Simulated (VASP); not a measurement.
Al: single point with PBE

Crystal: Al.

```
Al
1.0
     2.76208    0.00000    0.00000
     1.38104    2.39203    0.00000
     1.38104    0.79734    2.25523
Al
1
Cartesian
  0.0000 0.0000 0.0000
```

| Item | Value |
| --- | --- |
| Program | VASP 6.6.1 |
| Task | single point |
| Functional | PBE |
| Potentials or basis | VASP PAW PBE potentials, release 64 (Al) |
| Cutoff | 500 eV |
| k mesh | 16 × 16 × 16 |
| Occupations | gaussian, width 0.1 eV |
| Spin | no spin polarisation |
| Dipole correction | no |
| Further INCAR settings | ALGO = Normal; EDIFF = 1e-06; NBANDS = 8 |

```
Pressure : 10.0 GPa
```

Levels at points of the mesh, in eV from the Fermi level:
| k point | band 1 | band 2 | band 3 | band 4 | band 5 |
| --- | --- | --- | --- | --- | --- |
| (0.00, 0.00, 0.00) | -11.89 | 13.17 | 13.17 | 13.17 | 15.47 |
| (0.50, 0.00, 0.00) | -5.04 | -4.55 | 11.91 | 11.91 | 12.52 |
| (0.50, 0.50, 0.00) | -3.20 | -1.67 | 5.25 | 6.07 | 6.07 |

Run time: 7.4 s on 1 thread of Intel(R) Xeon(R) Platinum 8488C (Sapphire Rapids), on a shared host, peak memory 0.12 GiB.
